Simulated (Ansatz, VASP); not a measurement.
# Two plane-wave programs on HfMg2C2

```
CELL_PARAMETERS angstrom
4.38017 0.00000 0.00000
0.00000 4.38017 0.00000
0.00000 0.00000 6.19450
ATOMIC_POSITIONS crystal
Mg 0.00000 0.00000 0.00000
Mg 0.50000 0.50000 0.00000
Hf 0.50000 0.50000 0.50000
C 0.50000 0.00000 0.75000
C 0.00000 0.50000 0.25000
```

Change from the starting cell: ordered mixture with vacancies on the cation sites of antifluorite (P-4m2, No. 115).

Alike in both runs: task single point; functional PBE; k mesh 4 × 4 × 4; occupations gaussian, width 0.1 eV; no spin polarisation.

|  | VASP | Ansatz |
| --- | --- | --- |
| version | VASP 6.6.1 | Ansatz 0.2.0 |
| potentials or method | VASP PAW PBE potentials, release 64 (Mg, Hf_pv, C), cutoff 520 eV | scalar-relativistic, plane waves, PAW |
| valence electrons in the cell | 22 | 54 |

```tsv
	VASP	Ansatz	Ansatz less VASP
gap on the k mesh at the Fermi level (eV)	none	none	-
pressure (GPa)	-21.0	-20.8	+0.16
traceless stress, the component that is largest in VASP (GPa)	2.31	2.35	+0.045
rms of the force components (eV/Å)	0.197	0.194	-0.0032
```

Atom by atom the forces differ by 0.003 eV/Å (rms over components). A gap of «none» marks a metal or a gap that the smearing closes. VASP's potentials hold 22 valence electrons a cell and Ansatz's 54, so a difference there can come from the potentials and not from the codes.

Spin-orbit coupling is off throughout.
